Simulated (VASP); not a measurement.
# MnS (Fm-3m) in VASP: a series of runs

Runs on MnS. Level: PBE. Tasks: relaxation of cell and atoms, single point.

Everything below comes from runs of VASP 6.6.1. Logs are shortened: lines on timing, memory, paths and dates and some standing lists are left out, and cuts for length are marked.

**1. The cell of the first run**

Symmetry: Fm-3m, No. 225, cubic system. Conventional cell: a = 5.209 Å, b = 5.209 Å, c = 5.209 Å, α = 90.00°, β = 90.00°, γ = 90.00°. Within 3.4 Å of Mn (site symmetry m-3m) lie 6 S at 2.60 Å. S (site symmetry m-3m) has 6 Mn at 2.60 Å within 3.4 Å.

**2. Relaxation of cell and atoms, PBE, collinear spin, ferromagnetic start**

Contents of INCAR:

```
PREC     = Accurate       # precision mode
ENCUT    = 600            # plane-wave cutoff, eV
EDIFF    = 1E-6           # SCF threshold, eV
ISMEAR   = 0              # smearing method
SIGMA    = 0.1            # smearing width, eV
LREAL    = False          # projectors in reciprocal space
LASPH    = True           # aspherical terms in the spheres
NELM     = 150            # most SCF steps
ALGO     = Normal         # electronic algorithm
ISIF     = 3              # what is computed and relaxed
LWAVE    = False          # write WAVECAR
LCHARG   = False          # write CHGCAR
ISPIN    = 2              # spin polarisation
MAGMOM   = 4.6 0.15       # initial moments
LORBIT   = 11             # projections on sites
LMAXMIX  = 4              # l up to which the mixer works
GGA      = PE             # functional
IBRION   = 2              # ionic algorithm
NSW      = 100            # ionic steps
EDIFFG   = -0.005         # ionic threshold
```

Contents of KPOINTS:

```
Automatic mesh
0
Gamma
  14 14 14
```

Contents of POSCAR:

```
MnS
1.0
    0.0000000000      2.6045000000      2.6045000000
    2.6045000000      0.0000000000      2.6045000000
    2.6045000000      2.6045000000      0.0000000000
Mn S
1 1
Direct
    0.0000000000      0.0000000000      0.0000000000
    0.5000000000      0.5000000000      0.5000000000
```

Potentials or basis: VASP PAW PBE potentials, release 64 (Mn_pv, S).

On the command line:

```console
$ cat potpaw_PBE.64/Mn_pv/POTCAR potpaw_PBE.64/S/POTCAR > POTCAR
$ mpirun -np 1 vasp_std > vasp.out
```

OUTCAR:

```text
PREC = Accurate
   ENCUT = 600
   EDIFF = 1E-6
   ISMEAR = 0
   LREAL = False
   LASPH = True
   NELM = 150
   ISIF = 3
   ISPIN = 2
   LORBIT = 11
   GGA = PE
   IBRION = 2
   NSW = 100
   EDIFFG = -0.005

 ion  position               nearest neighbor table
   1  0.000  0.000  0.000-   2 2.60   2 2.60   2 2.60   2 2.60   2 2.60   2 2.60
   2  0.500  0.500  0.500-   1 2.60   1 2.60   1 2.60   1 2.60   1 2.60   1 2.60

  LATTYP: Found a face centered cubic cell.
 ALAT       =     5.2090000000

  Lattice vectors:

 A1 = (   0.0000000000,   2.6045000000,   2.6045000000)
 A2 = (   2.6045000000,   0.0000000000,   2.6045000000)
 A3 = (   2.6045000000,   2.6045000000,   0.0000000000)

Analysis of symmetry for initial positions (statically):
=====================================================================
 Subroutine PRICEL returns:
 Original cell was already a primitive cell.

 Routine SETGRP: Setting up the symmetry group for a
 face centered cubic supercell.

 Subroutine GETGRP returns: Found 48 space group operations
 (whereof 48 operations were pure point group operations)
 out of a pool of 48 trial point group operations.

The static configuration has the point symmetry O_h .

Analysis of symmetry for dynamics (positions and initial velocities):
=====================================================================
 Subroutine PRICEL returns:
 Original cell was already a primitive cell.

 Routine SETGRP: Setting up the symmetry group for a
 face centered cubic supercell.

 Subroutine GETGRP returns: Found 48 space group operations
 (whereof 48 operations were pure point group operations)
 out of a pool of 48 trial point group operations.

The dynamic configuration has the point symmetry O_h .

Analysis of structural, dynamic, and magnetic symmetry:
=====================================================================
 Subroutine PRICEL returns:
 Original cell was already a primitive cell.

 Routine SETGRP: Setting up the symmetry group for a
 face centered cubic supercell.

 Subroutine GETGRP returns: Found 48 space group operations
 (whereof 48 operations were pure point group operations)
 out of a pool of 48 trial point group operations.

The overall configuration has the point symmetry O_h .

 Subroutine INISYM returns: Found 48 space group operations
 (whereof 48 operations are pure point group operations),
 and found     1 'primitive' translations

----------------------------------------------------------------------------------------

                                     Primitive cell

  volume of cell :      35.3348

  direct lattice vectors                    reciprocal lattice vectors
     0.000000000  2.604500000  2.604500000    -0.191975427  0.191975427  0.191975427
     2.604500000  0.000000000  2.604500000     0.191975427 -0.191975427  0.191975427
     2.604500000  2.604500000  0.000000000     0.191975427  0.191975427 -0.191975427

  length of vectors
     3.683319223  3.683319223  3.683319223     0.332511194  0.332511194  0.332511194

  position of ions in fractional coordinates (direct lattice)
     0.000000000  0.000000000  0.000000000
     0.500000000  0.500000000  0.500000000

  ion indices of the primitive-cell ions
   primitive index   ion index
                 1           1
                 2           2

----------------------------------------------------------------------------------------

 KPOINTS: Automatic mesh

Automatic generation of k-mesh.
 Grid dimensions read from file:
 generate k-points for:   14   14   14

 Generating k-lattice:

  Cartesian coordinates                     Fractional coordinates (reciprocal lattice)
    -0.013712531  0.013712531  0.013712531     0.071428571  0.000000000  0.000000000
     0.013712531 -0.013712531  0.013712531     0.000000000  0.071428571  0.000000000
     0.013712531  0.013712531 -0.013712531     0.000000000  0.000000000  0.071428571

  Length of vectors
     0.023750800  0.023750800  0.023750800

  Shift w.r.t. Gamma in fractional coordinates (k-lattice)
     0.000000000  0.000000000  0.000000000

 Subroutine IBZKPT returns following result:
 ===========================================

 Found    104 irreducible k-points:

 Following reciprocal coordinates:
            Coordinates               Weight
  0.000000  0.000000  0.000000      1.000000
  0.071429  0.000000  0.000000      8.000000
  0.142857  0.000000  0.000000      8.000000
  0.214286  0.000000  0.000000      8.000000
  0.285714  0.000000  0.000000      8.000000
  0.357143  0.000000  0.000000      8.000000
[... 16 lines left out ...]
  0.214286  0.142857  0.000000     24.000000
  0.285714  0.142857  0.000000     24.000000
 [... further k-points ...]
   k-points           NKPTS =    104   k-points in BZ     NKDIM =    104   number of bands    NBANDS=     15
   number of dos      NEDOS =    301   number of ions     NIONS =      2
   total plane-waves  NPLWV =  27000
   dimension x,y,z NGX =    30 NGY =   30 NGZ =   30
   dimension x,y,z NGXF=    60 NGYF=   60 NGZF=   60
   ions per type =               1   1
   NGX,Y,Z   is equivalent  to a cutoff of  13.54, 13.54, 13.54 a.u.
   NGXF,Y,Z  is equivalent  to a cutoff of  27.08, 27.08, 27.08 a.u.
 SYSTEM =  unknown system
   PREC   = accura    normal or accurate (medium, high low for compatibility)
   ISTART =      0    job   : 0-new  1-cont  2-samecut
   ICHARG =      2    charge: 1-file 2-atom 10-const
   ISPIN  =      2    spin polarized calculation?
   LNONCOLLINEAR =      F non collinear calculations
   LSORBIT =      F    spin-orbit coupling
   LASPH  =      T    aspherical Exc in radial PAW
   ENCUT  =  600.0 eV  44.10 Ry    6.64 a.u.   7.36  7.36  7.36*2*pi/ulx,y,z
   NELM   =    150;   NELMIN=  2; NELMDL= -5     # of ELM steps
   EDIFF  = 0.1E-05   stopping-criterion for ELM
   LREAL  =      F    real-space projection
   EDIFFG = -.5E-02   stopping-criterion for IOM
   NSW    =    100    number of steps for IOM
   IBRION =      2    ionic relax: 0-MD 1-quasi-New 2-CG
   NFREE  =      1    steps in history (QN), initial steepest desc. (CG)
   ISIF   =      3    stress and relaxation
   ISYM   =      2    0-nonsym 1-usesym 2-fastsym
   POTIM  = 0.5000    time-step for ionic-motion
   TEBEG  =    0.0;   TEEND  =   0.0 temperature during run
   PSTRESS=    0.0 pullay stress
   NELECT =      19.0000    total number of electrons
   NUPDOWN=      -1.0000    fix difference up-down
   EMIN   =  10.00;   EMAX   =-10.00  energy-range for DOS
   EFERMI =   0.00;   METHOD = LEGACY
   ISMEAR =     0;   SIGMA  =   0.10  broadening in eV -4-tet -1-fermi 0-gaus
   EFERMI_NEDOS =   21; number of points for ismear=-14 and -15
   IALGO  =     38    algorithm
   IMIX   =      4    mixing-type and parameters
     AMIX     =   0.40;   BMIX     =  1.00
     AMIX_MAG =   1.60;   BMIX_MAG =  1.00
  volume/ion in A,a.u.               =      17.67       119.23
  Fermi-wavevector in a.u.,A,eV,Ry     =   1.331246  2.515690 24.112464  1.772216
  Thomas-Fermi vector in A             =   2.460272
   LORBIT       =     11    0 simple, 1 ext, 2 COOP (PROOUT), +10 PAW based schemes
   GGA     = PE    functional components
   LHFCALC =     F    Hartree Fock is set to
   AEXX    =    0.0000 exact exchange contribution
   IVDW    =     0    specifies the selected vdW correction
   LEPSILON=     F    determine dielectric tensor
   LRPA    =     F    only Hartree local field effects (RPA)
 conjugate gradient relaxation of ions
 spin polarized calculation
 Gauss-broadening in eV      SIGMA  =   0.10
  energy-cutoff  :      600.00
  volume of cell :       35.33
 maximum number of plane-waves:      1243
 NGX is ok and might be reduce to    30
   NGX = 15   NGY = 15   NGZ = 15

--------------------------------------- Ionic step        1  -------------------------------------------

 number of electron      19.0000008 magnetization       4.6942289

 Free energy of the ion-electron system (eV)
  ---------------------------------------------------
  ext. energy  EPLUGINS =         0.00000000
  ---------------------------------------------------
  free energy    TOTEN  =       -14.06610312 eV

  energy without entropy =      -14.06068220  energy(sigma->0) =      -14.06339266

------------------------ aborting loop because EDIFF is reached ----------------------------------------

  FORCE on cell =-STRESS in cart. coord.  units (eV):
  Direction    XX          YY          ZZ          XY          YZ          ZX
  --------------------------------------------------------------------------------------
  -------------------------------------------------------------------------------------
  Total       -0.6891473     -0.6891473     -0.6891473      0.0000000      0.0000000     -0.0000000
  in kB      -31.2478098    -31.2478098    -31.2478098      0.0000000      0.0000000     -0.0000000
  external PRESSURE =     -31.2478098 kB  Pullay stress =       0.0000000 kB
[... 57 lines left out ...]
  energy  without entropy=      -14.0832200826  energy(sigma->0) =      -14.08581255

--------------------------------------- Ionic step        3  -------------------------------------------

 number of electron      18.9999999 magnetization       4.4848087

 Free energy of the ion-electron system (eV)
  ---------------------------------------------------
  ext. energy  EPLUGINS =         0.00000000
  ---------------------------------------------------
  free energy    TOTEN  =       -14.08997118 eV

  energy without entropy =      -14.08532229  energy(sigma->0) =      -14.08764673

 E-fermi :   7.4407     XC(G=0): -10.9828

 val. band max:        7.4359131664   @ k =   0.0714   0.0714   0.0000
 cond. band min:       7.4584460077   @ k =   0.1429   0.0714   0.0000
 fundamental gap:      0.0225328414
 Fermi energy:         7.4406994483

 spin component 1

 k-point     1 :       0.0000    0.0000    0.0000
  band No.  band energies     occupation
      1     -43.1870      1.00000
      2     -43.1870      1.00000
      3     -43.1870      1.00000
      4      -7.6586      1.00000
      5       4.0196      1.00000
      6       4.0196      1.00000
      7       4.0196      1.00000
      8       4.1217      1.00000
      9       4.1217      1.00000
     10       5.4328      1.00000
     11       5.4328      1.00000
     12       5.4328      1.00000
     13       9.6347      0.00000
     14      16.1461      0.00000
     15      16.1461      0.00000
[... 399 lines left out ...]
      1     -43.1925      1.00000
      2     -43.1886      1.00000
      3     -43.1884      1.00000
      4      -6.9159      1.00000
      5       1.7930      1.00000
      6       2.9897      1.00000
      7       3.2118      1.00000
      8       4.0991      1.00000
      9       4.4057      1.00000
     10       5.0455      1.00000
     11       6.0283      1.00000
     12       6.8163      1.00000
     13      12.1726      0.00000
     14      13.2576      0.00000
     15      14.3398      0.00000

 [... further k-points ...]

 spin component 2

 k-point     1 :       0.0000    0.0000    0.0000
  band No.  band energies     occupation
      1     -38.8415      1.00000
      2     -38.8414      1.00000
      3     -38.8414      1.00000
      4      -7.3837      1.00000
      5       5.6272      1.00000
      6       5.6272      1.00000
      7       5.6272      1.00000
      8       7.5045      0.18349
      9       7.5045      0.18349
     10       7.5045      0.18349
     11       7.5866      0.01957
     12       7.5866      0.01957
     13      10.5853      0.00000
     14      17.1636      0.00000
     15      17.1636      0.00000
[... 443 lines left out ...]
  FREE ENERGIE OF THE ION-ELECTRON SYSTEM (eV)
  ---------------------------------------------------
  free  energy   TOTEN  =       -14.0899711807 eV

  energy  without entropy=      -14.0853222863  energy(sigma->0) =      -14.08764673

 reached required accuracy - stopping structural energy minimisation

 total charge

# of ion       s       p       d       tot
------------------------------------------
    1        0.226   6.183   4.965  11.374
    2        1.328   2.409   0.000   3.737
--------------------------------------------------
tot          1.554   8.592   4.965  15.111

 magnetization (x)

# of ion       s       p       d       tot
------------------------------------------
    1        0.052   0.041   4.001   4.095
    2        0.027   0.057   0.000   0.083
--------------------------------------------------
tot          0.079   0.098   4.001   4.178
```

Run time: 3.2 min. Hardware: 1 thread of Intel Xeon Platinum 8488C (Sapphire Rapids), shared host; peak memory 0.26 GiB.

What came out:

```
Free energy                                           : -14.0900 eV
Relaxed volume                                        : 16.53 Å³/atom
Relaxed cell                                          : a = 3.602 Å, b = 3.602 Å, c = 3.602 Å, α = 60.00°, β = 60.00°, γ = 60.00°
Space group after relaxing (to 0.05 Å)                : Fm-3m (No. 225)
Energy gained by relaxing                             : 11.9 meV/atom
Ionic steps                                           : 3
Pressure after relaxing                               : 0.0 GPa
Net moment                                            : 4.48 μB per cell
Site moments                                          : Mn +4.09; S +0.08 μB
Valence electrons inside the program's atomic spheres : Mn 11.37; S 3.74
```

Step by step:
| step | energy change (eV) | largest force (eV/Å) | pressure (GPa) | volume (Å³) |
| --- | --- | --- | --- | --- |
| 1 | 0.0000 | 0.0000 | -3.12 | 35.33 |
| 2 | -0.0223 | 0.0000 | -0.89 | 33.60 |
| 3 | -0.0239 | 0.0000 | 0.04 | 33.05 |

Final structure:
```cif
data_structure
_symmetry_space_group_name_H-M 'P 1'
_symmetry_Int_Tables_number 1
_cell_length_a 3.6023
_cell_length_b 3.6023
_cell_length_c 3.6023
_cell_angle_alpha 60.000
_cell_angle_beta 60.000
_cell_angle_gamma 60.000
_cell_volume 33.05
loop_
_atom_site_label
_atom_site_type_symbol
_atom_site_fract_x
_atom_site_fract_y
_atom_site_fract_z
_atom_site_occupancy
Mn1 Mn 0.00000 0.00000 0.00000 1
S1 S 0.50000 0.50000 0.50000 1
```

Caveat: a cell with one magnetic atom can't hold antiferromagnetic order, which such compounds often take; semilocal functionals often make such compounds metallic where correlation or magnetic order opens a gap, which also shifts bond lengths. With open d or f shells a metallic result of PBE can be an artefact of self-interaction; +U or a hybrid may open a gap.

(Part 1 of 2 ends here.)
